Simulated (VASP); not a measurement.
A run of VASP 6.6.1:

INCAR

```
SYSTEM = Cs
PREC = Accurate
ENCUT = 600
EDIFF = 1E-6
ISMEAR = 0
SIGMA = 0.1
LREAL = .FALSE.
LASPH = .TRUE.
NELM = 60
ALGO = Fast
ISIF = 3
LWAVE = .FALSE.
LCHARG = .FALSE.
GGA = PE
IBRION = 2
NSW = 100
EDIFFG = -0.01
```

KPOINTS

```
regular mesh
0
G
  12 12 12
  0 0 0
```

POSCAR

```
Cs
1.0
    5.3673347428      0.0000000000      0.0000000000
   -2.6836673714      4.6482482379      0.0000000000
    0.0000000000      0.0000000000      5.0151034003
Cs
1
Direct
    0.0000000000      0.0000000000      0.0000000000
```

Potentials or basis: VASP PAW PBE potentials, release 64 (Cs_sv).

Command:

```console
$ cat potpaw_PBE.64/Cs_sv/POTCAR > POTCAR
$ mpirun -np 1 vasp_std > vasp.out
```

Hardware: 1 thread of Intel(R) Xeon(R) 6975P-C (Granite Rapids) (shared host).

Task: How long does it take, and how much memory?

Result: It took 2.3 min on 1 thread of Intel(R) Xeon(R) 6975P-C (Granite Rapids), on a shared host, peak memory 0.41 GiB. Counts: scf iterations 24, k points 133, ion steps 3.
